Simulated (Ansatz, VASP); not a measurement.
**One calculation of MgO, two programs**

```
Mg O
1.0
     0.00000    2.15301    2.15301
     2.15301    0.00000    2.15301
     2.15301    2.15301    0.00000
Mg O
1 1
Direct
  0.00000 0.00000 0.00000
  0.50000 0.50000 0.50000
```

Alike in both runs: task single point; functional PBEsol; k mesh 6 × 6 × 6; no spin polarisation.

|  | VASP | Ansatz |
| --- | --- | --- |
| version | VASP 6.6.1 | Ansatz 0.2 development build |
| potentials or method | VASP PAW PBE potentials, release 64 (Mg, O), cutoff 520 eV | all-electron full-potential LAPW, scalar-relativistic |
| occupations | gaussian, width 0.01 eV | fixed |

Ansatz gave:

```
gap on the k mesh at the Fermi level (eV) : 4.03
pressure (GPa)                            : -8.9
```

What did VASP give for the same quantities?

gap on the k mesh at the Fermi level (eV): 4.02; pressure (GPa): -9.5.

VASP's potentials were made for PBE, not for PBEsol. Ansatz ran all-electron here, and VASP with PAW potentials.

The k mesh is coarse, so the values compare programs but aren't converged.
